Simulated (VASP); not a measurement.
Crystal: KI.

```
CELL_PARAMETERS angstrom
4.33063 -0.07274 -0.07274
-0.07274 4.33063 -0.07274
-0.07274 -0.07274 4.33063
ATOMIC_POSITIONS crystal
K 0.00000 0.00000 0.00000
I 0.50000 0.50000 0.50000
```

This cell differs from its parent crystal: epitaxial 111 strain +2.6%.

Program: VASP 6.6.1. Alike in all runs: task single point; potentials or basis VASP PAW PBE potentials, release 64 (K_sv, I); no spin polarisation; cell as given; cutoff (eV) 520.

Q: Order these runs on this cell by their band gap on the k mesh, lowest first.
A. level r2SCAN; k mesh 6 × 6 × 6; smearing gaussian 0.01 eV
B. level PBE; k mesh 6 × 6 × 6; smearing fermi-dirac 0.02 eV
C. level HSE06; k mesh 4 × 4 × 4; smearing gaussian 0.01 eV; grid for exact exchange (PRECFOCK) Normal; share of exact exchange 0.25; screening parameter 0.2079 1/Å

A: B (3.27 eV), A (3.97 eV), C (4.24 eV).

Caveats: spin-orbit coupling is left out, which moves the levels of the heavy elements.

A k mesh can miss the band edges.
